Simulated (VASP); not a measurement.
# AlAs (F-43m) in VASP: single point with BLYP

Aim: the single point of AlAs with BLYP.

All numbers are computed with VASP 6.6.1; they aren't measurements. Logs are shortened: lines on timing, memory, paths and dates and some standing lists are left out, and cuts for length are marked.

## (1) The cell of the first run

It takes space group F-43m (No. 216, cubic). Conventional cell: a = 5.661 Å, b = 5.661 Å, c = 5.661 Å, α = 90.00°, β = 90.00°, γ = 90.00°. Al (site symmetry -43m) has 4 As at 2.45 Å within 3.2 Å. Within 3.2 Å of As (site symmetry -43m) lie 4 Al at 2.45 Å.

## (2) Single point, BLYP

File INCAR:

```
PREC     = Accurate       # precision mode
ENCUT    = 500            # plane-wave cutoff, eV
EDIFF    = 1E-6           # SCF threshold, eV
ISMEAR   = 0              # smearing method
SIGMA    = 0.01           # smearing width, eV
LREAL    = False          # projectors in reciprocal space
LASPH    = True           # aspherical terms in the spheres
NELM     = 120            # most SCF steps
ALGO     = Normal         # electronic algorithm
ISIF     = 2              # what is computed and relaxed
LWAVE    = False          # write WAVECAR
LCHARG   = False          # write CHGCAR
GGA      = B5             # functional
ALDAX    = 1.0          
AGGAX    = 1.0          
AGGAC    = 1.0          
ALDAC    = 0.0          
NBANDS   = 11             # bands
GGA_COMPAT= False
```

File KPOINTS:

```
regular mesh
0
Gamma
  6 6 6
```

File POSCAR:

```
AlAs
1.0
    0.0000000000      2.8304000000      2.8304000000
    2.8304000000      0.0000000000      2.8304000000
    2.8304000000      2.8304000000      0.0000000000
Al As
1 1
Direct
    0.0000000000      0.0000000000      0.0000000000
    0.2500000000      0.2500000000      0.2500000000
```

Potentials or basis: VASP PAW PBE potentials, release 64 (Al, As).

On the command line:

```bash
> cat potpaw_PBE.64/Al/POTCAR potpaw_PBE.64/As/POTCAR > POTCAR
> mpirun -np 1 vasp_std > vasp.out
```

OUTCAR:

```text
PREC = Accurate
   ENCUT = 500
   EDIFF = 1E-6
   ISMEAR = 0
   LREAL = False
   LASPH = True
   NELM = 120
   ISIF = 2
   GGA = B5

 ion  position               nearest neighbor table
   1  0.000  0.000  0.000-   2 2.45   2 2.45   2 2.45   2 2.45
   2  0.250  0.250  0.250-   1 2.45   1 2.45   1 2.45   1 2.45

  LATTYP: Found a face centered cubic cell.
 ALAT       =     5.6608000000

  Lattice vectors:

 A1 = (   0.0000000000,   2.8304000000,   2.8304000000)
 A2 = (   2.8304000000,   0.0000000000,   2.8304000000)
 A3 = (   2.8304000000,   2.8304000000,   0.0000000000)

Analysis of symmetry for initial positions (statically):
=====================================================================
 Subroutine PRICEL returns:
 Original cell was already a primitive cell.

 Routine SETGRP: Setting up the symmetry group for a
 face centered cubic supercell.

 Subroutine GETGRP returns: Found 24 space group operations
 (whereof 24 operations were pure point group operations)
 out of a pool of 48 trial point group operations.

The static configuration has the point symmetry T_d .

Analysis of symmetry for dynamics (positions and initial velocities):
=====================================================================
 Subroutine PRICEL returns:
 Original cell was already a primitive cell.

 Routine SETGRP: Setting up the symmetry group for a
 face centered cubic supercell.

 Subroutine GETGRP returns: Found 24 space group operations
 (whereof 24 operations were pure point group operations)
 out of a pool of 48 trial point group operations.

The dynamic configuration has the point symmetry T_d .

 Subroutine INISYM returns: Found 24 space group operations
 (whereof 24 operations are pure point group operations),
 and found     1 'primitive' translations

----------------------------------------------------------------------------------------

                                     Primitive cell

  volume of cell :      45.3496

  direct lattice vectors                    reciprocal lattice vectors
     0.000000000  2.830400000  2.830400000    -0.176653477  0.176653477  0.176653477
     2.830400000  0.000000000  2.830400000     0.176653477 -0.176653477  0.176653477
     2.830400000  2.830400000  0.000000000     0.176653477  0.176653477 -0.176653477

  length of vectors
     4.002790067  4.002790067  4.002790067     0.305972797  0.305972797  0.305972797

  position of ions in fractional coordinates (direct lattice)
     0.000000000  0.000000000  0.000000000
     0.250000000  0.250000000  0.250000000

[... 76 lines left out ...]
   TEBEG  =    0.0;   TEEND  =   0.0 temperature during run
   PSTRESS=    0.0 pullay stress
   NELECT =       8.0000    total number of electrons
   NUPDOWN=      -1.0000    fix difference up-down
   EMIN   =  10.00;   EMAX   =-10.00  energy-range for DOS
   EFERMI =   0.00;   METHOD = LEGACY
   ISMEAR =     0;   SIGMA  =   0.01  broadening in eV -4-tet -1-fermi 0-gaus
   EFERMI_NEDOS =   21; number of points for ismear=-14 and -15
   IALGO  =     38    algorithm
   IMIX   =      4    mixing-type and parameters
     AMIX     =   0.40;   BMIX     =  1.00
     AMIX_MAG =   1.60;   BMIX_MAG =  1.00
  volume/ion in A,a.u.               =      22.67       153.02
  Fermi-wavevector in a.u.,A,eV,Ry     =   0.918150  1.735052 11.469706  0.843000
  Thomas-Fermi vector in A             =   2.043199
   LORBIT       =      0    0 simple, 1 ext, 2 COOP (PROOUT), +10 PAW based schemes
   GGA     = B5    functional components
   LHFCALC =     F    Hartree Fock is set to
   AEXX    =    0.0000 exact exchange contribution
   IVDW    =     0    specifies the selected vdW correction
   LEPSILON=     F    determine dielectric tensor
   LRPA    =     F    only Hartree local field effects (RPA)
 non-spin polarized calculation
 Gauss-broadening in eV      SIGMA  =   0.01
  energy-cutoff  :      500.00
  volume of cell :       45.35
 maximum number of plane-waves:      1167
 NGX is ok and might be reduce to    30
   NGX = 15   NGY = 15   NGZ = 15

 number of electron       8.0000000 magnetization

 Free energy of the ion-electron system (eV)
  ---------------------------------------------------
  ext. energy  EPLUGINS =         0.00000000
  ---------------------------------------------------
  free energy    TOTEN  =        -8.09308271 eV

  energy without entropy =       -8.09308271  energy(sigma->0) =       -8.09308271

 E-fermi :   4.4197     XC(G=0):  -8.4203

 val. band max:        4.3062739315   @ k =   0.0000   0.0000   0.0000
 cond. band min:       5.9913274422   @ k =   0.5000   0.5000   0.0000
 fundamental gap:      1.6850535107
 Fermi energy:         4.4197496616

 k-point     1 :       0.0000    0.0000    0.0000
  band No.  band energies     occupation
      1      -7.5344      2.00000
      2       4.3063      2.00000
      3       4.3063      2.00000
      4       4.3063      2.00000
      5       6.4164      0.00000
      6       8.6807      0.00000
      7       8.6807      0.00000
      8       8.6807      0.00000
      9      13.3728      0.00000
     10      13.4619      0.00000
     11      13.4619      0.00000
[... 197 lines left out ...]
 k-point    16 :      -0.3333    0.5000    0.1667
  band No.  band energies     occupation
      1      -5.5837      2.00000
      2      -0.8587      2.00000
      3       1.4472      2.00000
      4       1.7024      2.00000
      5       7.6802      0.00000
      6       8.5167      0.00000
      7      11.5532      0.00000
      8      12.2102      0.00000
      9      14.9864      0.00000
     10      16.6189      0.00000
     11      17.0123      0.00000

------------------------ aborting loop because EDIFF is reached ----------------------------------------

  FORCE on cell =-STRESS in cart. coord.  units (eV):
  Direction    XX          YY          ZZ          XY          YZ          ZX
  --------------------------------------------------------------------------------------
  -------------------------------------------------------------------------------------
  Total        1.5256033      1.5256033      1.5256033      0.0000000      0.0000000     -0.0000000
  in kB       53.8987566     53.8987566     53.8987566      0.0000000      0.0000000     -0.0000000
  external PRESSURE =      53.8987566 kB  Pullay stress =       0.0000000 kB

 VOLUME and BASIS-vectors are now :
 -----------------------------------------------------------------------------
  energy-cutoff  :      500.00
  volume of cell :       45.35
      direct lattice vectors                 reciprocal lattice vectors
     0.000000000  2.830400000  2.830400000    -0.176653477  0.176653477  0.176653477
     2.830400000  0.000000000  2.830400000     0.176653477 -0.176653477  0.176653477
     2.830400000  2.830400000  0.000000000     0.176653477  0.176653477 -0.176653477

 POSITION                                       TOTAL-FORCE (eV/Angst)
 -----------------------------------------------------------------------------------
      0.00000      0.00000      0.00000        -0.000000     -0.000000     -0.000000
      1.41520      1.41520      1.41520         0.000000      0.000000      0.000000
 -----------------------------------------------------------------------------------
    total drift:                               -0.000000     -0.000000     -0.000000

  FREE ENERGIE OF THE ION-ELECTRON SYSTEM (eV)
  ---------------------------------------------------
  free  energy   TOTEN  =        -8.0930827065 eV

  energy  without entropy=       -8.0930827065  energy(sigma->0) =       -8.09308271
```

It took 22 s on 1 thread of Intel Xeon 8259CL, shared host; peak memory 0.16 GiB.

Results:

* Free energy: -8.0931 eV
* Pressure: 5.4 GPa
* Band gap on the k mesh: 1.69 eV, indirect (least direct gap 2.11 eV)

Caveat: the PAW data sets were made with another functional, which shifts forces and pressure a little. A k mesh can miss the band edges.
